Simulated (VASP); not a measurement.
# KBr (Fm-3m) in VASP: notebook

The runs below take KBr through single point, relaxation of cell and atoms, with PBE.

All numbers are computed with VASP 6.6.1; they aren't measurements. Logs are shortened: lines on timing, memory, paths and dates and some standing lists are left out, and cuts for length are marked.

## (1) The cell of the first run

The structure is cubic, space group Fm-3m (No. 225). Conventional cell: a = 6.700 Å, b = 6.700 Å, c = 6.700 Å, α = 90.00°, β = 90.00°, γ = 90.00°. Within 4.4 Å of K (site symmetry m-3m) lie 6 Br at 3.35 Å. Within 4.4 Å of Br (site symmetry m-3m) lie 6 K at 3.35 Å.

## (2) Single point, PBE

INCAR reads:

```
PREC = Accurate
ENCUT = 520
EDIFF = 1E-7
ISMEAR = 0
SIGMA = 0.02
LREAL = False
LASPH = True
NELM = 100
ALGO = Normal
ISIF = 2
LWAVE = False
LCHARG = False
GGA = PE
NBANDS = 15
```

KPOINTS reads:

```
regular mesh
0
Gamma
  6 6 6
```

POSCAR reads:

```
KBr
1.0
    0.0000000000      3.3499672044      3.3499672044
    3.3499672044      0.0000000000      3.3499672044
    3.3499672044      3.3499672044      0.0000000000
K Br
1 1
Direct
    0.0000000000      0.0000000000      0.0000000000
    0.5000000000      0.5000000000      0.5000000000
```

Potentials or basis: VASP PAW PBE potentials, release 64 (K_sv, Br).

Command:

```console
$ cat potpaw_PBE.64/K_sv/POTCAR potpaw_PBE.64/Br/POTCAR > POTCAR
$ mpirun -np 1 vasp_std > vasp.out
```

OUTCAR:

```text
PREC = Accurate
   ENCUT = 520
   EDIFF = 1E-7
   ISMEAR = 0
   LREAL = False
   LASPH = True
   NELM = 100
   ISIF = 2
   GGA = PE

 ion  position               nearest neighbor table
   1  0.000  0.000  0.000-
   2  0.500  0.500  0.500-

  LATTYP: Found a face centered cubic cell.
 ALAT       =     6.6999344088

  Lattice vectors:

 A1 = (   0.0000000000,   3.3499672044,   3.3499672044)
 A2 = (   3.3499672044,   0.0000000000,   3.3499672044)
 A3 = (   3.3499672044,   3.3499672044,   0.0000000000)

Analysis of symmetry for initial positions (statically):
=====================================================================
 Subroutine PRICEL returns:
 Original cell was already a primitive cell.

 Routine SETGRP: Setting up the symmetry group for a
 face centered cubic supercell.

 Subroutine GETGRP returns: Found 48 space group operations
 (whereof 48 operations were pure point group operations)
 out of a pool of 48 trial point group operations.

The static configuration has the point symmetry O_h .

Analysis of symmetry for dynamics (positions and initial velocities):
=====================================================================
 Subroutine PRICEL returns:
 Original cell was already a primitive cell.

 Routine SETGRP: Setting up the symmetry group for a
 face centered cubic supercell.

 Subroutine GETGRP returns: Found 48 space group operations
 (whereof 48 operations were pure point group operations)
 out of a pool of 48 trial point group operations.

The dynamic configuration has the point symmetry O_h .

 Subroutine INISYM returns: Found 48 space group operations
 (whereof 48 operations are pure point group operations),
 and found     1 'primitive' translations

----------------------------------------------------------------------------------------

                                     Primitive cell

  volume of cell :      75.1885

  direct lattice vectors                    reciprocal lattice vectors
     0.000000000  3.349967204  3.349967204    -0.149255193  0.149255193  0.149255193
     3.349967204  0.000000000  3.349967204     0.149255193 -0.149255193  0.149255193
     3.349967204  3.349967204  0.000000000     0.149255193  0.149255193 -0.149255193

  length of vectors
     4.737569054  4.737569054  4.737569054     0.258517577  0.258517577  0.258517577

[... 78 lines left out ...]
   ISYM   =      2    0-nonsym 1-usesym 2-fastsym
   POTIM  = 0.5000    time-step for ionic-motion
   TEBEG  =    0.0;   TEEND  =   0.0 temperature during run
   PSTRESS=    0.0 pullay stress
   NELECT =      16.0000    total number of electrons
   NUPDOWN=      -1.0000    fix difference up-down
   EMIN   =  10.00;   EMAX   =-10.00  energy-range for DOS
   EFERMI =   0.00;   METHOD = LEGACY
   ISMEAR =     0;   SIGMA  =   0.02  broadening in eV -4-tet -1-fermi 0-gaus
   EFERMI_NEDOS =   21; number of points for ismear=-14 and -15
   IALGO  =     38    algorithm
   IMIX   =      4    mixing-type and parameters
     AMIX     =   0.40;   BMIX     =  1.00
     AMIX_MAG =   1.60;   BMIX_MAG =  1.00
  volume/ion in A,a.u.               =      37.59       253.70
  Fermi-wavevector in a.u.,A,eV,Ry     =   0.977382  1.846984 12.997309  0.955275
  Thomas-Fermi vector in A             =   2.108075
   LORBIT       =      0    0 simple, 1 ext, 2 COOP (PROOUT), +10 PAW based schemes
   GGA     = PE    functional components
   LHFCALC =     F    Hartree Fock is set to
   AEXX    =    0.0000 exact exchange contribution
   IVDW    =     0    specifies the selected vdW correction
   LEPSILON=     F    determine dielectric tensor
   LRPA    =     F    only Hartree local field effects (RPA)
 non-spin polarized calculation
 Gauss-broadening in eV      SIGMA  =   0.02
  energy-cutoff  :      520.00
  volume of cell :       75.19
 maximum number of plane-waves:      2085
   NGX = 17   NGY = 17   NGZ = 17

 number of electron      16.0000000 magnetization

 Free energy of the ion-electron system (eV)
  ---------------------------------------------------
  ext. energy  EPLUGINS =         0.00000000
  ---------------------------------------------------
  free energy    TOTEN  =        -6.22353975 eV

  energy without entropy =       -6.22353975  energy(sigma->0) =       -6.22353975

 E-fermi :  -1.7948     XC(G=0):  -7.1922

 val. band max:       -1.9132607289   @ k =   0.0000   0.0000   0.0000
 cond. band min:       2.4027684114   @ k =   0.0000   0.0000   0.0000
 fundamental gap:      4.3160291404
 Fermi energy:        -1.7947689769

 k-point     1 :       0.0000    0.0000    0.0000
  band No.  band energies     occupation
      1     -29.7934      2.00000
      2     -14.1529      2.00000
      3     -13.2672      2.00000
      4     -13.2672      2.00000
      5     -13.2672      2.00000
      6      -1.9133      2.00000
      7      -1.9133      2.00000
      8      -1.9133      2.00000
      9       2.4028      0.00000
     10       5.6774      0.00000
     11       5.6774      0.00000
     12       5.6774      0.00000
     13       6.4729      0.00000
     14       6.4729      0.00000
[... 257 lines left out ...]
      2     -14.1367      2.00000
      3     -13.3305      2.00000
      4     -13.3081      2.00000
      5     -13.2055      2.00000
      6      -2.5784      2.00000
      7      -2.3514      2.00000
      8      -2.3339      2.00000
      9       4.6804      0.00000
     10       5.8249      0.00000
     11       6.2631      0.00000
     12       7.1519      0.00000
     13       7.9548      0.00000
     14       8.7264      0.00000
     15       9.1803      0.00000

------------------------ aborting loop because EDIFF is reached ----------------------------------------

  FORCE on cell =-STRESS in cart. coord.  units (eV):
  Direction    XX          YY          ZZ          XY          YZ          ZX
  --------------------------------------------------------------------------------------
  -------------------------------------------------------------------------------------
  Total        0.0287498      0.0287498      0.0287498      0.0000000      0.0000000      0.0000000
  in kB        0.6126232      0.6126232      0.6126232      0.0000000      0.0000000      0.0000000
  external PRESSURE =       0.6126232 kB  Pullay stress =       0.0000000 kB

 VOLUME and BASIS-vectors are now :
 -----------------------------------------------------------------------------
  energy-cutoff  :      520.00
  volume of cell :       75.19
      direct lattice vectors                 reciprocal lattice vectors
     0.000000000  3.349967204  3.349967204    -0.149255193  0.149255193  0.149255193
     3.349967204  0.000000000  3.349967204     0.149255193 -0.149255193  0.149255193
     3.349967204  3.349967204  0.000000000     0.149255193  0.149255193 -0.149255193

 POSITION                                       TOTAL-FORCE (eV/Angst)
 -----------------------------------------------------------------------------------
      0.00000      0.00000      0.00000         0.000000      0.000000      0.000000
      3.34997      3.34997      3.34997        -0.000000     -0.000000     -0.000000
 -----------------------------------------------------------------------------------
    total drift:                                0.000000      0.000000      0.000000

  FREE ENERGIE OF THE ION-ELECTRON SYSTEM (eV)
  ---------------------------------------------------
  free  energy   TOTEN  =        -6.2235397528 eV

  energy  without entropy=       -6.2235397528  energy(sigma->0) =       -6.22353975
```

OSZICAR:

```text
N       E                     dE             d eps       ncg     rms          rms(c)
DAV:   1     0.994009123918E+02    0.99401E+02   -0.67835E+03   480   0.932E+02
DAV:   2     0.340054758612E-01   -0.99367E+02   -0.91548E+02   635   0.224E+02
DAV:   3    -0.616966273802E+01   -0.62037E+01   -0.61668E+01   655   0.496E+01
DAV:   4    -0.640530707612E+01   -0.23564E+00   -0.23557E+00   737   0.872E+00
DAV:   5    -0.640718533588E+01   -0.18783E-02   -0.18782E-02   655   0.896E-01    0.289E+00
DAV:   6    -0.622539096945E+01    0.18179E+00   -0.23005E-01   620   0.224E+00    0.210E+00
DAV:   7    -0.621268376013E+01    0.12707E-01   -0.11155E-01   648   0.176E+00    0.979E-01
DAV:   8    -0.622236863821E+01   -0.96849E-02   -0.13481E-02   547   0.805E-01    0.111E-01
DAV:   9    -0.622322758879E+01   -0.85895E-03   -0.91580E-04   641   0.185E-01    0.809E-02
DAV:  10    -0.622352219543E+01   -0.29461E-03   -0.30421E-04   515   0.101E-01    0.128E-02
DAV:  11    -0.622353719987E+01   -0.15004E-04   -0.26962E-05   675   0.283E-02    0.500E-03
DAV:  12    -0.622353953287E+01   -0.23330E-05   -0.42460E-06   529   0.138E-02    0.205E-03
DAV:  13    -0.622353966155E+01   -0.12867E-06   -0.17333E-07   669   0.224E-03    0.620E-04
DAV:  14    -0.622353976455E+01   -0.10300E-06   -0.92916E-08   502   0.171E-03    0.410E-04
DAV:  15    -0.622353975284E+01    0.11705E-07   -0.35895E-09   317   0.396E-04
   1 F= -.62235398E+01 E0= -.62235398E+01  d E =-.893369E-19
```

stdout:

```text
POSCAR found type information on POSCAR K Br
 POSCAR found :  2 types and       2 ions
 scaLAPACK will be used
 LDA part: xc-table for (Slater+PW92), standard interpolation
 POSCAR, INCAR and KPOINTS ok, starting setup
 FFT: planning ... GRIDC
 FFT: planning ... GRID_SOFT
 FFT: planning ... GRID
 WAVECAR not read
 entering main loop
```

Wall time 13 s (1 thread of Intel Xeon Platinum 8488C (Sapphire Rapids), shared host); peak memory 0.2 GiB.

Results:

```yaml
Free_energy: -6.2235 eV
Pressure: 0.1 GPa
Band_gap_on_the_k_mesh: 4.32 eV, direct
```

Levels at points of the mesh, in eV from the valence-band top:
| k point | band 4 | band 5 | band 6 | band 7 | band 8 | band 9 | band 10 | band 11 | band 12 | band 13 |
| --- | --- | --- | --- | --- | --- | --- | --- | --- | --- | --- |
| (0.00, 0.00, 0.00) | -11.35 | -11.35 | 0.00 | 0.00 | 0.00 | 4.32 | 7.59 | 7.59 | 7.59 | 8.39 |
| (0.50, 0.00, 0.00) | -11.36 | -11.12 | -1.09 | -0.30 | -0.30 | 6.49 | 8.06 | 9.64 | 9.64 | 9.93 |
| (0.50, 0.50, 0.00) | -11.38 | -11.38 | -0.77 | -0.27 | -0.27 | 5.91 | 7.03 | 9.26 | 9.29 | 9.51 |

## (3) Relaxation of cell and atoms, PBE

This run uses another cell than the first one, of 35.76 Å³/atom, 0.951 times its volume.

INCAR reads:

```
SYSTEM = KBr
  PREC = Accurate
  ENCUT = 600
  EDIFF = 1E-6
  ISMEAR = 0
  SIGMA = 0.02
  LREAL = .FALSE.
  LASPH = .TRUE.
  NELM = 100
  ALGO = Normal
  ISIF = 3
  LWAVE = .FALSE.
  LCHARG = .FALSE.
  GGA = PE
  IBRION = 2
  NSW = 100
  EDIFFG = -0.005
```

KPOINTS reads:

```
Automatic mesh
0
G
  6 6 6
  0 0 0
```

POSCAR reads:

```
KBr
1.0
    0.0000000000      3.2945409700      3.2945409700
    3.2945409700      0.0000000000      3.2945409700
    3.2945409700      3.2945409700      0.0000000000
K Br
1 1
Direct
    0.0000000000      0.0000000000      0.0000000000
    0.5000000000      0.5000000000      0.5000000000
```

Potentials or basis: VASP PAW PBE potentials, release 64 (K_sv, Br).

Command:

```console
$ cat potpaw_PBE.64/K_sv/POTCAR potpaw_PBE.64/Br/POTCAR > POTCAR
$ mpirun -np 1 vasp_std > vasp.out
```

Wall time 39 s (1 thread of Intel Xeon Platinum 8488C (Sapphire Rapids), shared host); peak memory 0.24 GiB.

Results (log left out):

- Free energy: -6.2236 eV
- Relaxed volume: 37.76 Å³/atom
- Relaxed cell: a = 4.744 Å, b = 4.744 Å, c = 4.744 Å, α = 60.00°, β = 60.00°, γ = 60.00°
- Space group after relaxing (to 0.05 Å): Fm-3m (No. 225)
- Energy gained by relaxing: 5.1 meV/atom
- Ionic steps: 3
- Pressure after relaxing: 0.0 GPa
- Band gap on the k mesh: 4.30 eV, direct

The path:
```
step  energy change (eV)  largest force (eV/Å)  pressure (GPa)  volume (Å³)
   1              0.0000                0.0000            0.86        71.52
   2             -0.0077                0.0000            0.39        73.51
   3             -0.0102                0.0000            0.00        75.52
```

Final structure:
```xyz
2
Lattice="0.0000 3.3548 3.3548 3.3548 0.0000 3.3548 3.3548 3.3548 0.0000" Properties=species:S:1:pos:R:3 pbc="T T T"
K     0.0000    0.0000    0.0000
Br    3.3548    3.3548    3.3548
```

Levels at points of the mesh, in eV from the valence-band top:
| k point | band 6 | band 7 | band 8 | band 9 | band 10 | band 11 |
| --- | --- | --- | --- | --- | --- | --- |
| (0.00, 0.00, 0.00) | 0.00 | 0.00 | 0.00 | 4.30 | 7.59 | 7.59 |
| (0.50, 0.00, 0.00) | -1.08 | -0.29 | -0.29 | 6.48 | 8.04 | 9.63 |
| (0.50, 0.50, 0.00) | -0.76 | -0.27 | -0.27 | 5.91 | 7.02 | 9.24 |
